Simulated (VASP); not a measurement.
The system is Ti3Sn.

```
Sn Ti
1.0
     4.16000    0.00000    0.00000
     0.00000    4.16000    0.00000
     0.00000    0.00000    4.16000
Sn Ti
1 3
Cartesian
  0.0000 0.0000 0.0000
  0.0000 2.0800 2.0800
  2.0800 0.0000 2.0800
  2.0800 2.0800 0.0000
```

| Quantity | Value |
| --- | --- |
| Program | VASP 6.6.1 |
| Task | relaxation of cell and atoms |
| Functional | LDA |
| Potentials or basis | VASP PAW LDA potentials, release 64 (Sn_d, Ti_sv) |
| Cutoff | 500 eV |
| k mesh | 10 × 10 × 10 |
| Occupations | gaussian, width 0.05 eV |
| Spin | no spin polarisation |

At the start: pressure -7.7 GPa; volume 18.00 Å³/atom.

Where does the relaxation end?

Over 3 steps the energy falls by 29.8 meV/atom and the volume is 16.84 Å³/atom (-6.4 %); space group Pm-3m (No. 221, to 0.1 Å) before and after.

Step by step:
```tsv
step	energy change (eV)	largest force (eV/Å)	pressure (GPa)	volume (Å³)
1	0.0000	0.0000	-7.73	71.99
2	-0.0112	0.0000	9.06	63.31
3	-0.1191	0.0000	-0.07	67.36
```

Final structure:
```
Sn Ti
1.0
     4.06890    0.00000    0.00000
     0.00000    4.06890    0.00000
     0.00000    0.00000    4.06890
Sn Ti
1 3
Direct
  0.00000 0.00000 0.00000
  0.00000 0.50000 0.50000
  0.50000 0.00000 0.50000
  0.50000 0.50000 0.00000
```
